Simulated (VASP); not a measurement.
# Co (P-3m1) in VASP: further runs, part 2 of 2

VASP 6.6.1. Earlier steps stand in the parts before.

## 4. Single point, PBEsol, collinear spin, ferromagnetic start

This run uses another cell than the first one, of 10.23 Å³/atom, 0.940 times its volume.

INCAR

```
  ALGO = Normal
  EDIFF = 1E-6
  ENCUT = 600
  GGA = PS
  GGA_COMPAT = F
  ISIF = 2
  ISMEAR = -1
  ISPIN = 2
  LASPH = T
  LCHARG = F
  LMAXMIX = 4
  LORBIT = 11
  LREAL = F
  LWAVE = F
  MAGMOM = 2 2
  NBANDS = 28
  NELM = 200
  PREC = Accurate
  SIGMA = 0.05
```

KPOINTS

```
k-points
0
Gamma
  12 12 7
```

POSCAR

```
Co
1.0
    2.4365880777      0.0000000000      0.0000000000
   -1.2182940388      2.1101471738      0.0000000000
    0.0000000000      0.0000000000      3.9803419532
Co
2
Direct
    0.3333333333      0.6666666667      0.7401390000
    0.6666666667      0.3333333333      0.2598610000
```

Potentials or basis: VASP PAW PBE potentials, release 64 (Co_sv).

The run is started by

```sh
$ cat potpaw_PBE.64/Co_sv/POTCAR > POTCAR
$ mpirun -np 1 vasp_std > vasp.out
```

It took 82 s on 1 thread of Intel Xeon Platinum 8488C (Sapphire Rapids), shared host; peak memory 0.21 GiB.

It converged, with:

* Free energy: -15.6003 eV
* Pressure: 0.2 GPa
* Largest force: 0.671 eV/Å
* Net moment: 3.11 μB per cell
* Site moments: Co +1.61 μB
* Valence electrons inside the program's atomic spheres: Co 15.10

Forces in eV/Å, atoms in the order of the input:
```
Co   0.000  0.000  0.671
Co   0.000  0.000 -0.671
```

Stress tensor (GPa, compression positive):
```
 1.21  0.00  0.00
 0.00  1.21  0.00
 0.00  0.00 -1.93
```

Levels at points of the mesh, in eV from the Fermi level:
Spin up:
| k point | band 16 | band 17 | band 18 | band 19 | band 20 | band 21 | band 22 | band 23 |
| --- | --- | --- | --- | --- | --- | --- | --- | --- |
| (0.00, 0.00, 0.00) | -1.89 | -1.89 | -0.71 | -0.71 | -0.34 | 6.64 | 22.38 | 25.46 |
| (0.50, 0.00, 0.00) | -0.55 | -0.51 | -0.36 | 1.45 | 3.61 | 9.82 | 10.89 | 13.02 |
Spin down:
```
           k point  band 11  band 12  band 13  band 14  band 15  band 16  band 17  band 18  band 19  band 20
(0.00, 0.00, 0.00)    -1.23    -1.12    -1.12    -0.77    -0.77    -0.28    -0.16    -0.16     1.11     1.11
(0.50, 0.00, 0.00)    -3.61    -1.98    -1.25    -1.21    -0.75     1.27     1.37     1.45     2.70     4.58
```

Caveat: the PAW data sets were made with another functional, which shifts forces and pressure a little.

## 5. Single point, PBEsol, collinear spin, ferromagnetic start

INCAR

```
  PREC = Accurate
  ENCUT = 520
  EDIFF = 1E-7
  ISMEAR = -1
  SIGMA = 0.05
  LREAL = False
  LASPH = True
  NELM = 150
  ALGO = Fast
  ISIF = 2
  LWAVE = False
  LCHARG = True
  ISPIN = 2
  MAGMOM = 3.5 3.5
  LORBIT = 11
  LMAXMIX = 4
  GGA = PS
  LELF = True
  LVHAR = True
  NBANDS = 20
```

KPOINTS

```
regular mesh
0
Gamma
  12 12 7
```

POSCAR

```
Co
1.0
    2.4873648738      0.0000000000      0.0000000000
   -1.2436824369      2.1541211692      0.0000000000
    0.0000000000      0.0000000000      4.0632895034
Co
2
Direct
    0.3333333333      0.6666666667      0.7401390000
    0.6666666667      0.3333333333      0.2598610000
```

Potentials or basis: VASP PAW PBE potentials, release 64 (Co).

The run is started by

```sh
$ cat potpaw_PBE.64/Co/POTCAR > POTCAR
$ mpirun -np 1 vasp_std > vasp.out
```

OUTCAR:

```text
PREC = Accurate
   ENCUT = 520
   EDIFF = 1E-7
   ISMEAR = -1
   LREAL = False
   LASPH = True
   NELM = 150
   ISIF = 2
   ISPIN = 2
   LORBIT = 11
   GGA = PS

 ion  position               nearest neighbor table
   1  0.333  0.667  0.740-   2 2.42   2 2.42   2 2.42   2 2.55   2 2.55   2 2.55
   2  0.667  0.333  0.260-   1 2.42   1 2.42   1 2.42   1 2.55   1 2.55   1 2.55

  LATTYP: Found a hexagonal cell.
 ALAT       =     2.4873648738
 C/A-ratio  =     1.6335719565

  Lattice vectors:

 A1 = (   2.4873648738,   0.0000000000,   0.0000000000)
 A2 = (  -1.2436824369,   2.1541211692,   0.0000000000)
 A3 = (   0.0000000000,   0.0000000000,   4.0632895034)

Analysis of symmetry for initial positions (statically):
=====================================================================
 Subroutine PRICEL returns:
 Original cell was already a primitive cell.

 Routine SETGRP: Setting up the symmetry group for a
 hexagonal supercell.

 Subroutine GETGRP returns: Found 12 space group operations
 (whereof 12 operations were pure point group operations)
 out of a pool of 24 trial point group operations.

The static configuration has the point symmetry D_3d.

Analysis of symmetry for dynamics (positions and initial velocities):
=====================================================================
 Subroutine PRICEL returns:
 Original cell was already a primitive cell.

 Routine SETGRP: Setting up the symmetry group for a
 hexagonal supercell.

 Subroutine GETGRP returns: Found 12 space group operations
 (whereof 12 operations were pure point group operations)
 out of a pool of 24 trial point group operations.

The dynamic configuration has the point symmetry D_3d.

Analysis of structural, dynamic, and magnetic symmetry:
=====================================================================
 Subroutine PRICEL returns:
 Original cell was already a primitive cell.

 Routine SETGRP: Setting up the symmetry group for a
 hexagonal supercell.

 Subroutine GETGRP returns: Found 12 space group operations
[... 139 lines left out ...]
   NGX =  9   NGY =  9   NGZ = 15

 number of electron      17.9999996 magnetization       3.2481602

 Free energy of the ion-electron system (eV)
  ---------------------------------------------------
  ext. energy  EPLUGINS =         0.00000000
  ---------------------------------------------------
  free energy    TOTEN  =       -15.41721555 eV

  energy without entropy =      -15.40186663  energy(sigma->0) =      -15.40954109

 E-fermi :  10.0440     XC(G=0): -13.5549

 val. band max:       10.0415656252   @ k =  -0.0833   0.3333   0.4286
 cond. band min:      10.0514178739   @ k =   0.0000   0.0000   0.1429
 fundamental gap:      0.0098522487
 Fermi energy:        10.0439719002

 spin component 1

 k-point     1 :       0.0000    0.0000    0.0000
  band No.  band energies     occupation
      1       1.0689      1.00000
      2       4.8609      1.00000
      3       7.3771      1.00000
      4       7.4365      1.00000
      5       7.4365      1.00000
      6       7.7305      1.00000
[... 541 lines left out ...]
     19      36.4302      0.00000
     20      37.4393      0.00000

 [... further k-points ...]

 spin component 2

 k-point     1 :       0.0000    0.0000    0.0000
  band No.  band energies     occupation
      1       1.1327      1.00000
      2       5.8187      1.00000
      3       8.9678      1.00000
      4       9.0732      1.00000
      5       9.0732      1.00000
      6       9.3889      1.00000
[... 541 lines left out ...]
     19      36.6783      0.00000
     20      37.7411      0.00000

 [... further k-points ...]
[... 5 lines left out ...]
  --------------------------------------------------------------------------------------
  -------------------------------------------------------------------------------------
  Total       -1.2242101     -1.2242101     -1.6184977      0.0000000     -0.0000000      0.0000000
  in kB      -90.0905304    -90.0905304   -119.1064504      0.0000000     -0.0000000      0.0000000
  external PRESSURE =     -99.7625038 kB  Pullay stress =       0.0000000 kB

 VOLUME and BASIS-vectors are now :
 -----------------------------------------------------------------------------
  energy-cutoff  :      520.00
  volume of cell :       21.77
      direct lattice vectors                 reciprocal lattice vectors
     2.487364874  0.000000000  0.000000000     0.402031889  0.232113220  0.000000000
    -1.243682437  2.154121169  0.000000000     0.000000000  0.464226439  0.000000000
     0.000000000  0.000000000  4.063289503     0.000000000  0.000000000  0.246106018

 POSITION                                       TOTAL-FORCE (eV/Angst)
 -----------------------------------------------------------------------------------
     -0.00000      1.43608      3.00740        -0.000000      0.000000      0.429701
      1.24368      0.71804      1.05589         0.000000     -0.000000     -0.429701
 -----------------------------------------------------------------------------------
    total drift:                                0.000000     -0.000000     -0.000000

  FREE ENERGIE OF THE ION-ELECTRON SYSTEM (eV)
  ---------------------------------------------------
  free  energy   TOTEN  =       -15.4172155510 eV

  energy  without entropy=      -15.4018666350  energy(sigma->0) =      -15.40954109

 total charge

# of ion       s       p       d       tot
------------------------------------------
    1        0.490   0.524   7.257   8.271
    2        0.490   0.524   7.257   8.271
--------------------------------------------------
tot          0.979   1.049  14.514  16.542

 magnetization (x)

# of ion       s       p       d       tot
------------------------------------------
    1       -0.014  -0.050   1.702   1.638
    2       -0.014  -0.050   1.702   1.638
--------------------------------------------------
tot         -0.028  -0.100   3.405   3.277
```

OSZICAR:

```text
N       E                     dE             d eps       ncg     rms          rms(c)
DAV:   1     0.854281647029E+02    0.85428E+02   -0.82586E+03  9420   0.122E+03
DAV:   2    -0.123497788659E+02   -0.97778E+02   -0.88330E+02  9076   0.217E+02
DAV:   3    -0.168579925661E+02   -0.45082E+01   -0.43635E+01 10248   0.566E+01
DAV:   4    -0.169256482926E+02   -0.67656E-01   -0.67612E-01 10872   0.608E+00
DAV:   5    -0.169275622404E+02   -0.19139E-02   -0.19138E-02 10552   0.976E-01    0.183E+01
RMM:   6    -0.158384032010E+02    0.10892E+01   -0.76383E+00 10686   0.296E+01    0.714E+00
RMM:   7    -0.154737961279E+02    0.36461E+00   -0.87532E-01 10551   0.107E+01    0.429E+00
RMM:   8    -0.154325174317E+02    0.41279E-01   -0.28624E-02 12462   0.105E+00    0.145E+00
RMM:   9    -0.154194309965E+02    0.13086E-01   -0.81911E-03 13160   0.460E-01    0.516E-01
RMM:  10    -0.154172272176E+02    0.22038E-02   -0.14415E-03 12265   0.368E-01    0.113E-01
RMM:  11    -0.154172318769E+02   -0.46593E-05   -0.60942E-04 13858   0.127E-01    0.589E-02
RMM:  12    -0.154172211195E+02    0.10757E-04   -0.87059E-05 13963   0.538E-02    0.356E-02
RMM:  13    -0.154172162130E+02    0.49065E-05   -0.17223E-05 12464   0.422E-02    0.105E-02
RMM:  14    -0.154172153888E+02    0.82420E-06   -0.83631E-06 13174   0.189E-02    0.327E-03
RMM:  15    -0.154172154513E+02   -0.62494E-07   -0.28397E-06 14129   0.799E-03    0.161E-03
RMM:  16    -0.154172155510E+02   -0.99714E-07   -0.21440E-07  8816   0.279E-03
   1 F= -.15417216E+02 E0= -.15409541E+02  d E =-.153489E-01  mag=     3.2481
```

It took 72 s on 1 thread of Intel Xeon Platinum 8488C (Sapphire Rapids), shared host; peak memory 0.18 GiB.

Results:

```
Free energy                                           : -15.4172 eV
Pressure                                              : -10.0 GPa
Largest force                                         : 0.430 eV/Å
Net moment                                            : 3.25 μB per cell
Site moments                                          : Co +1.64 μB
Valence electrons inside the program's atomic spheres : Co 8.27
```

Forces in eV/Å, atoms in the order of the input:
```
Co   0.000  0.000  0.430
Co   0.000  0.000 -0.430
```

Caveat: the PAW data sets were made with another functional, which shifts forces and pressure a little.

## 6. Single point, PBEsol, non-collinear spin, typed start

INCAR

```
ALGO     = Normal         # electronic algorithm
EDIFF    = 1E-6           # SCF threshold, eV
ENCUT    = 520            # plane-wave cutoff, eV
GGA      = PS             # functional
ISIF     = 2              # what is computed and relaxed
ISMEAR   = -1             # smearing method
LASPH    = T              # aspherical terms in the spheres
LCHARG   = F              # write CHGCAR
LMAXMIX  = 4              # l up to which the mixer works
LNONCOLLINEAR= T              # non-collinear magnetism
LORBIT   = 11             # projections on sites
LREAL    = F              # projectors in reciprocal space
LWAVE    = F              # write WAVECAR
MAGMOM   = 0.641 0.024 0.225 2.11 -0.426 0.499 # initial moments
NBANDS   = 30             # bands
NELM     = 150            # most SCF steps
PREC     = Accurate       # precision mode
SIGMA    = 0.05           # smearing width, eV
```

KPOINTS

```
k-points
0
Gamma
  9 9 5
```

POSCAR is that of step 5.

Potentials or basis: VASP PAW PBE potentials, release 64 (Co).

The run is started by

```sh
$ cat potpaw_PBE.64/Co/POTCAR > POTCAR
$ mpirun -np 1 vasp_ncl > vasp.out
```

Run time: 17 min. Hardware: 1 thread of Intel Xeon Platinum 8488C (Sapphire Rapids), shared host; peak memory 0.45 GiB.

Results (log left out):

```
Free energy                                           : -15.4209 eV
Pressure                                              : -11.3 GPa
Largest force                                         : 0.435 eV/Å
Band gap on the k mesh                                : zero (band 18 reaches 11.14 eV, above the bottom of band 19 at 9.10 eV)
Net moment                                            : 3.09 μB per cell
Valence electrons inside the program's atomic spheres : Co 8.27
```

Forces in eV/Å, atoms in the order of the input:
```
Co   0.000  0.000  0.435
Co   0.000  0.000 -0.435
```

Stress tensor (GPa, compression positive):
```
-11.07   0.00   0.00
  0.00 -11.07   0.00
  0.00   0.00 -11.71
```

Levels at points of the mesh, in eV from the Fermi level:
```
           k point  band 15  band 16  band 17  band 18  band 19  band 20
(0.00, 0.00, 0.00)    -0.81    -0.81    -0.71    -0.71    -0.24    -0.22
```

Moments on the atoms (μB; x, y, z):
```
Co   1.50 -0.20  0.40
Co   1.50 -0.20  0.40
```

Caveat: the PAW data sets were made with another functional, which shifts forces and pressure a little.

## 7. The runs side by side

| task | potentials or basis | spin | cell | k mesh | cutoff (eV) | second run | gap on the mesh (eV) | pressure (GPa) | moment (μB) | largest force (eV/Å) |
| --- | --- | --- | --- | --- | --- | --- | --- | --- | --- | --- |
| relaxation of cell and atoms | VASP PAW PBE potentials, release 64 (Co) | collinear, ferromagnetic start | relaxed to 20 GPa from a = 2.487, b = 2.487, c = 4.063 Å, angles 90.0, 90.0, 120.0°, 2 atoms | 9 × 9 × 5 | 600 | - | none | 20.0 | 3.00 | - |
| single point | VASP PAW PBE potentials, release 64 (Co_sv) | collinear, ferromagnetic start | a = 2.437, b = 2.437, c = 3.980 Å, angles 90.0, 90.0, 120.0°, 2 atoms | 12 × 12 × 7 | 600 | valence_matched | none | 0.2 | 3.11 | 0.67 |
| single point | VASP PAW PBE potentials, release 64 (Co) | collinear, ferromagnetic start | a = 2.487, b = 2.487, c = 4.063 Å, angles 90.0, 90.0, 120.0°, 2 atoms | 12 × 12 × 7 | 520 | - | none | -10.0 | 3.25 | 0.43 |
| single point | VASP PAW PBE potentials, release 64 (Co) | non-collinear, typed start | a = 2.487, b = 2.487, c = 4.063 Å, angles 90.0, 90.0, 120.0°, 2 atoms | 9 × 9 × 5 | 520 | - | none | -11.3 | 3.09 | 0.43 |

Alike in all rows: level PBEsol; smearing fermi-dirac 0.05 eV.

Caveats: the PAW data sets were made with another functional, which shifts forces and pressure a little; the cell is relaxed towards a set pressure, so the enthalpy falls and the energy may rise (some runs).

Absolute energies hang on the potentials; compare differences alone.
